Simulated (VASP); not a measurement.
A run of VASP 6.6.1 is set up as follows.

The input INCAR:

```
SYSTEM = GaSb
  ALGO = Normal
  EDIFF = 1E-6
  ENCUT = 520
  GGA = PE
  ISIF = 2
  ISMEAR = 0
  LASPH = .True.
  LCHARG = .False.
  LREAL = .False.
  LWAVE = .False.
  NBANDS = 16
  NELM = 100
  PREC = Accurate
  SIGMA = 0.15
```

Contents of KPOINTS:

```
k-points
0
Gamma
  14 14 14
  0 0 0
```

POSCAR

```
GaSb
1.0
    0.0000000000      3.1879522946      2.9422725377
    2.9422725377      0.0000000000      2.9422725377
    2.9422725377      3.1879522946      0.0000000000
Ga Sb
1 1
Direct
    0.0000000000      0.0000000000      0.0000000000
    0.7500000000      0.7500000000      0.7500000000
```

Potentials or basis: VASP PAW PBE potentials, release 64 (Ga_d, Sb).

Command:

```console
$ cat potpaw_PBE.64/Ga_d/POTCAR potpaw_PBE.64/Sb/POTCAR > POTCAR
$ mpirun -np 1 vasp_std > vasp.out
```

(1) What does it give for the pressure?

Answers

(1) 4.6 GPa.

Caveat: the cell stands under pressure.
